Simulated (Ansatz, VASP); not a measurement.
Two plane-wave programs on NbP

```xyz
4
Lattice="-1.6749 1.6749 5.7401 1.6749 -1.6749 5.7401 1.6749 1.6749 -5.7401" Properties=species:S:1:pos:R:3 pbc="T T T"
Nb    0.0000    0.0000    8.6088
Nb    1.6749    0.0000    5.7387
P     0.0000    0.0000    3.8200
P     1.6749    0.0000    0.9500
```

Alike in both runs: task single point; functional PBE; k mesh 11 × 11 × 11; occupations methfessel-paxton of order 1, width 0.15 eV; no spin polarisation.

|  | VASP | Ansatz |
| --- | --- | --- |
| version | VASP 6.6.1 | Ansatz 0.2.0 |
| potentials or method | VASP PAW PBE potentials, release 64 (Nb_sv, P), cutoff 520 eV | plane waves, PAW |
| valence electrons in the cell | 36 | 36 |

|  | VASP | Ansatz | Ansatz less VASP |
| --- | --- | --- | --- |
| pressure (GPa) | -1.5 | -1.1 | +0.38 |
| traceless stress, the component that is largest in VASP (GPa) | -0.24 | -0.27 | -0.022 |
